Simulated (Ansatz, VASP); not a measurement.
Al in VASP and in Ansatz

INCAR

```
PREC     = Accurate       # precision mode
ENCUT    = 500            # plane-wave cutoff, eV
EDIFF    = 1E-6           # SCF threshold, eV
ISMEAR   = -1             # smearing method
SIGMA    = 0.05           # smearing width, eV
LREAL    = F              # projectors in reciprocal space
LASPH    = T              # aspherical terms in the spheres
NELM     = 120            # most SCF steps
ALGO     = Normal         # electronic algorithm
ISIF     = 2              # what is computed and relaxed
LWAVE    = F              # write WAVECAR
LCHARG   = F              # write CHGCAR
NBANDS   = 8              # bands
GGA_COMPAT= F
```

The input KPOINTS:

```
regular mesh
0
Gamma
  18 18 18
```

The input POSCAR:

```
Al
1.0
    0.0000000000      1.5263190457      1.5263190457
    1.5263190457      0.0000000000      1.5263190457
    1.5263190457      1.5263190457      0.0000000000
Al
1
Direct
    0.0000000000      0.0000000000      0.0000000000
```

Input for Ansatz:

```yaml
crystal:
  lattice:
    - [0.0, 1.5263190457, 1.5263190457]
    - [1.5263190457, 0.0, 1.5263190457]
    - [1.5263190457, 1.5263190457, 0.0]
  atoms:
    - { symbol: Al, position: [0.0, 0.0, 0.0] }
kpoints:
  mp_grid: { grid: [18, 18, 18] }
scf:
  occupations: { method: fermi_dirac, width: 0.05 }
hamiltonian:
  xc: lda
  pseudopotentials: { kind: all_electron, datasets: crystal }
output:
  forces: true
  stress: true
  eigenvalues: true
```

Change from the starting cell: volume scaled by 0.45, crystal datasets.

Alike in both runs: task single point; functional LDA; k mesh 18 × 18 × 18; occupations fermi-dirac, width 0.05 eV; no spin polarisation.

|  | VASP | Ansatz |
| --- | --- | --- |
| version | VASP 6.6.1 | Ansatz 0.2.0 |
| potentials or method | VASP PAW LDA potentials, release 64 (Al), cutoff 500 eV | all-electron PAW with datasets made for the crystal, scalar-relativistic |

```tsv
	VASP	Ansatz	Ansatz less VASP
pressure (GPa)	358.5	350.9	-7.59
```

LDA's correlation is that of Perdew and Zunger in VASP and of Perdew and Wang (1992) in Ansatz. Both programs put the cell under a high pressure, so it lies far from rest at this level. Ansatz ran all-electron here, and VASP with PAW potentials.

Noted on VASP's run: the cell as given lies far from equilibrium.
